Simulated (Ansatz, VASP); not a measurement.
**PbSe: VASP beside Ansatz**

Contents of INCAR:

```
  PREC = Accurate
  ENCUT = 520
  EDIFF = 1E-6
  ISMEAR = -1
  SIGMA = 0.05
  LREAL = F
  LASPH = T
  NELM = 60
  ALGO = Normal
  ISIF = 2
  LWAVE = F
  LCHARG = F
  GGA = PS
  NBANDS = 28
```

Contents of KPOINTS:

```
regular mesh
0
Gamma
  6 6 3
```

Contents of POSCAR:

```
PbSe
1.0
    4.4441284934      0.0000000000      0.0000000000
   -0.0103793110      4.4441163729      0.0000000000
   -2.2168745911     -2.2220581865     12.0802768063
Pb Se
2 2
Direct
    0.8068400000      0.8073040000      0.6184430000
    0.1854540000      0.1998100000      0.3823760000
    0.2873320000      0.3231460000      0.6231940000
    0.6842660000      0.6998950000      0.3779650000
```

The input input.yaml:

```yaml
crystal:
  lattice:
    - [4.4441284934, 0.0, 0.0]
    - [-0.010379311, 4.4441163729, 0.0]
    - [-2.2168745911, -2.2220581865, 12.0802768063]
  atoms:
    - { symbol: Pb, position: [0.80684, 0.807304, 0.618443] }
    - { symbol: Pb, position: [0.185454, 0.19981, 0.382376] }
    - { symbol: Se, position: [0.287332, 0.323146, 0.623194] }
    - { symbol: Se, position: [0.684266, 0.699895, 0.377965] }
kpoints:
  mp_grid: { grid: [6, 6, 3] }
scf:
  occupations: { method: fermi_dirac, width: 0.05 }
hamiltonian:
  xc: pbesol
  pseudopotentials: { kind: all_electron, lapw: { basis_error: 0.002 } }
output:
  forces: true
  stress: true
  eigenvalues: true
```

Change from the starting cell: volume scaled by 1.02.

Alike in both runs: task single point; functional PBEsol; k mesh 6 × 6 × 3; occupations fermi-dirac, width 0.05 eV; no spin polarisation.

|  | VASP | Ansatz |
| --- | --- | --- |
| version | VASP 6.6.1 | Ansatz 0.2.0 |
| potentials or method | VASP PAW PBE potentials, release 64 (Pb_d, Se), cutoff 520 eV | all-electron LAPW, scalar-relativistic |

Ansatz gave:

| Item | Value |
| --- | --- |
| gap on the k mesh at the Fermi level (eV) | 1.51 |
| least direct gap on the mesh (eV) | 1.51 |
| rms of the force components (eV/Å) | 0.286 |

Task: Estimate VASP's values.

Result: gap on the k mesh at the Fermi level (eV): 1.51; least direct gap on the mesh (eV): 1.51; rms of the force components (eV/Å): 0.282.

VASP's potentials were made for PBE, not for PBEsol. Atom by atom the forces differ by 0.004 eV/Å (rms over components). Ansatz ran all-electron here, and VASP with PAW potentials.

Spin-orbit coupling is off throughout.
